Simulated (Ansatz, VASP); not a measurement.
# Two plane-wave programs on CsSnI3

The input INCAR:

```
SYSTEM = CsSnI3
AGGAC = 1.0
AGGAX = 1.0
ALDAC = 0.0
ALDAX = 1.0
ALGO = Normal
EDIFF = 1E-7
EDIFFG = -0.01
ENCUT = 600
GGA = B5
IBRION = 2
ISIF = 3
ISMEAR = -1
IVDW = 13
LASPH = .True.
LCHARG = .False.
LREAL = .False.
LWAVE = .False.
NELM = 80
NSW = 60
PREC = Accurate
SIGMA = 0.05
VDW_A1 = 0.44488865
VDW_A2 = 4.0933009
VDW_S6 = 1.0
VDW_S8 = 2.34076671
```

KPOINTS

```
k-points
0
Gamma
  5 5 5
  0 0 0
```

POSCAR

```
CsSnI3
1.0
    6.2057000000      0.0000000000      0.0000000000
    0.0000000000      6.2057000000      0.0000000000
    0.0000000000      0.0000000000      6.2057000000
Cs I Sn
1 3 1
Direct
    0.0000000000      0.0000000000      0.0000000000
    0.5000000000      0.5000000000      0.0000000000
    0.5000000000      0.0000000000      0.5000000000
    0.0000000000      0.5000000000      0.5000000000
    0.5000000000      0.5000000000      0.5000000000
```

File input.yaml:

```yaml
crystal:
  lattice:
    - [6.2057, 0.0, 0.0]
    - [0.0, 6.2057, 0.0]
    - [0.0, 0.0, 6.2057]
  atoms:
    - { symbol: Cs, position: [0.0, 0.0, 0.0] }
    - { symbol: I, position: [0.5, 0.5, 0.0] }
    - { symbol: I, position: [0.5, 0.0, 0.5] }
    - { symbol: I, position: [0.0, 0.5, 0.5] }
    - { symbol: Sn, position: [0.5, 0.5, 0.5] }
hamiltonian:
  xc: blyp
  pseudopotentials: { kind: paw }
  dispersion: d4
kpoints:
  mp_grid: { grid: [5, 5, 5] }
scf:
  occupations: { method: fermi_dirac, width: 0.05 }
output:
  forces: true
  stress: true
  write_density: true
  write_potential: true
  elf: true
  volumetric_format: npy
relax:
  f_tol: 0.01
  max_steps: 40
  cell: { stress_tol: 0.05 }
```

Alike in both runs: task relaxation of cell and atoms; functional BLYP; dispersion D4; k mesh 5 × 5 × 5; occupations fermi-dirac, width 0.05 eV; no spin polarisation.

|  | VASP | Ansatz |
| --- | --- | --- |
| version | VASP 6.6.1 | Ansatz 0.2.0 |
| potentials or method | VASP PAW PBE potentials, release 64 (Cs_sv, I, Sn_d) | Ansatz PAW |
| plane-wave cutoff (eV) | 600 | 420 |
| valence electrons in the cell | 44 | 74 |

|  | VASP | Ansatz | Ansatz less VASP |
| --- | --- | --- | --- |
| gap on the k mesh at the Fermi level, each at its own relaxed structure (eV) | 1.83 | 1.85 | +0.012 |
| relaxed volume (Å³/atom) | 48.96 | 48.82 | -0.138 |
| relaxed length of the cell vector where the two differ most in proportion (Å) | 6.256 | 6.250 | -0.0059 |

VASP's potentials were made for PBE, not for BLYP. VASP's potentials hold 44 valence electrons a cell and Ansatz's 74, so a difference there can come from the potentials and not from the codes.

Neither program's run includes spin-orbit coupling. Noted on Ansatz's run: odd divisions of the mesh miss points on the zone boundary, where band edges often lie, so the gap on the mesh can be too wide; the plane-wave basis is chosen anew once the cell has moved, so the energies of steps on either side of that aren't comparable.
